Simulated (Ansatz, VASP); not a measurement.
# Two plane-wave programs on Te4Mo5

```xyz
9
Lattice="0.0000 0.0000 3.8138 5.1384 -5.1384 1.9069 5.1384 5.1384 -1.9069" Properties=species:S:1:pos:R:3 pbc="T T T"
Te    5.7437   -2.2640    1.9069
Te    7.4023    0.6053    0.0000
Te    4.5331    2.2640    1.9069
Te    2.8744   -0.6053    3.8138
Mo    0.0000    0.0000    0.0000
Mo    8.3694   -1.2825    1.9069
Mo    6.4209    3.2310    0.0000
Mo    1.9074    1.2825    1.9069
Mo    3.8558   -3.2310    3.8138
```

Alike in both runs: task single point; functional LDA; k mesh 5 × 5 × 5; occupations tetrahedron; no spin polarisation; Hubbard terms Mo d U = 1.28 eV.

|  | VASP | Ansatz |
| --- | --- | --- |
| version | VASP 6.6.1 | Ansatz 0.2.0 |
| potentials or method | VASP PAW LDA potentials, release 64 (Te, Mo_sv), cutoff 520 eV | PAW plane waves |
| valence electrons in the cell | 94 | 134 |

|  | VASP | Ansatz | Ansatz less VASP |
| --- | --- | --- | --- |
| gap on the k mesh at the Fermi level (eV) | none | none | - |
| pressure (GPa) | -14.9 | -15.9 | -0.97 |
| traceless stress, the component that is largest in VASP (GPa) | 0.77 | 0.83 | +0.056 |
| rms of the force components (eV/Å) | 0.504 | 0.535 | +0.0316 |

LDA's correlation is that of Perdew and Zunger in VASP and of Perdew and Wang (1992) in Ansatz. The programs project onto different local orbitals, so the same U acts differently, and such runs can settle in different states. Atom by atom the forces differ by 0.037 eV/Å (rms over components). A gap of «none» marks a metal or a gap that the smearing closes. VASP's potentials hold 94 valence electrons a cell and Ansatz's 134, so a difference there can come from the potentials and not from the codes. Ansatz's warnings: band table not solved further, filled band counts differ across k points, tetrahedron derivatives may miss energy slope.

Spin-orbit coupling is off throughout.
